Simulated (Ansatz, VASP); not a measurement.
# One calculation of ZrC, two programs

Contents of INCAR:

```
SYSTEM = ZrC
ALGO = Normal ; EDIFF = 1E-6
EDIFFG = -0.04 ; ENCUT = 600
GGA = PE ; IBRION = 2
ISIF = 3 ; ISMEAR = 0
LASPH = .TRUE. ; LCHARG = .FALSE.
LREAL = .FALSE. ; LWAVE = .FALSE.
NELM = 100 ; NSW = 90
PREC = Accurate ; SIGMA = 0.1
```

Contents of KPOINTS:

```
k-points
0
G
  6 6 6
  0 0 0
```

The input POSCAR:

```
ZrC
1.0
    3.5828223100      0.0000000000      0.0000000000
    0.0000000000      3.5828223100      0.0000000000
    0.0000000000      0.0000000000      2.6597072200
Zr C
1 1
Direct
    0.5000000000      0.5000000000      0.0000000000
    0.0000000000      0.0000000000      0.0000000000
```

Input for Ansatz:

```yaml
crystal:
  lattice:
    - [3.58282231, 0.0, 0.0]
    - [0.0, 3.58282231, 0.0]
    - [0.0, 0.0, 2.65970722]
  atoms:
    - { symbol: Zr, position: [0.5, 0.5, 0.0] }
    - { symbol: C, position: [0.0, 0.0, 0.0] }
basis:
  ecutwfc: 420
kpoints:
  mp_grid: { grid: [6, 6, 6] }
hamiltonian:
  xc: pbe
scf:
  occupations: { method: gaussian, width: 0.1 }
  lower_state_search: "off"
output:
  forces: true
  stress: true
  eigenvalues: true
relax:
  adjacent_minimum: "off"
  f_tol: 0.04
  max_steps: 70
  cell: { stress_tol: 0.4 }
```

Alike in both runs: task relaxation of cell and atoms; functional PBE; k mesh 6 × 6 × 6; occupations gaussian, width 0.1 eV; no spin polarisation.

|  | VASP | Ansatz |
| --- | --- | --- |
| version | VASP 6.6.1 | Ansatz 0.2.0 |
| potentials or method | VASP PAW PBE potentials, release 64 (Zr_sv, C), cutoff 600 eV | scalar-relativistic, plane waves, PAW |
| valence electrons in the cell | 16 | 16 |

```csv
,VASP,Ansatz,Ansatz less VASP
"gap on the k mesh at the Fermi level, each at its own relaxed structure (eV)",none,none,-
relaxed volume (Å³/atom),19.34,20.40,+1.062
relaxed cell length with the largest relative difference (Å),3.810,4.030,+0.2197
```

A gap of «none» marks a metal or a gap that the smearing closes. One of these differences is far larger than is usual between the two programs; its cause wasn't traced.

The k mesh is coarse, so the values compare programs but aren't converged.
